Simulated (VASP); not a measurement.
Runs of VASP 6.6.1 on GaN. The structure is that of space group Fm-3m (No. 225), or close to it. The cells are those of the table. 

| task | level | potentials or basis | spin | cell | k mesh | cutoff (eV) | grid for exact exchange (PRECFOCK) | share of exact exchange | screening parameter | gap on the mesh (eV) | pressure (GPa) |
| --- | --- | --- | --- | --- | --- | --- | --- | --- | --- | --- | --- |
| single point | LDA | VASP PAW LDA potentials, release 64 (Ga_d, N_h) | off | a = 2.956 Å, angles 60.0°, 2 atoms | 11 × 11 × 11 | 1330 | - | - | - | (b) | 1.3 |
| single point | PBE-based screened hybrid with 25 % exact exchange | VASP PAW PBE potentials, release 64 (Ga_d, N) | off | a = 3.020 Å, angles 60.0°, 2 atoms | 6 × 6 × 6 | 520 | Normal | 0.25 | 0.15 1/Å | (a) | -9.4 |
| single point | r2SCAN | VASP PAW PBE potentials, release 64 (Ga_d, N_h) | non-collinear, zero start, SOC | a = 3.020 Å, angles 60.0°, 2 atoms | 8 × 8 × 8 | 1460 | - | - | - | - | -7.5 |
| single point | PBE0 | VASP PAW PBE potentials, release 64 (Ga_d, N) | off | a = 2.975 Å, angles 60.0°, 2 atoms | 6 × 6 × 6 | 520 | Normal | 0.25 | - | 2.67 | 0.9 |
| single point | HSE06 | VASP PAW PBE potentials, release 64 (Ga_d, N) | off | a = 2.976 Å, angles 60.0°, 2 atoms | 6 × 6 × 6 | 520 | Normal | 0.25 | 0.2079 1/Å | 1.93 | 1.1 |
| single point | PBE-based screened hybrid with 25 % exact exchange | VASP PAW PBE potentials, release 64 (Ga_d, N) | off | a = 3.020 Å, angles 60.0°, 2 atoms | 6 × 6 × 6 | 520 | Normal | 0.25 | 0.6 1/Å | 0.97 | -5.8 |
| relaxation of cell and atoms | PBE-based screened hybrid with 25 % exact exchange | VASP PAW PBE potentials, release 64 (Ga_d, N) | off | relaxed from a = 3.020 Å, angles 60.0°, 2 atoms | 6 × 6 × 6 | 600 | Normal | 0.25 | 0.3 1/Å | 1.67 | -0.1 |
| single point | PBE-based screened hybrid with 25 % exact exchange | VASP PAW PBE potentials, release 64 (Ga_d, N) | off | a = 3.020 Å, angles 60.0°, 2 atoms | 6 × 6 × 6 | 520 | Normal | 0.25 | 0.1 1/Å | 1.95 | -9.5 |

Alike in all rows: smearing fermi-dirac 0.05 eV.

Q: Fill in the values left out.

A: (a) 1.77; (b) 0.76.

Caveats: some runs use coarse meshes; the PAW data sets were made with another functional, which shifts forces and pressure a little (at least some runs); an odd mesh through Γ misses points on the zone boundary, where band edges can lie (at least some runs); the cell stands under tension (at least some runs).

A k mesh can miss the band edges, and rows without SOC leave out spin-orbit coupling on Ga.
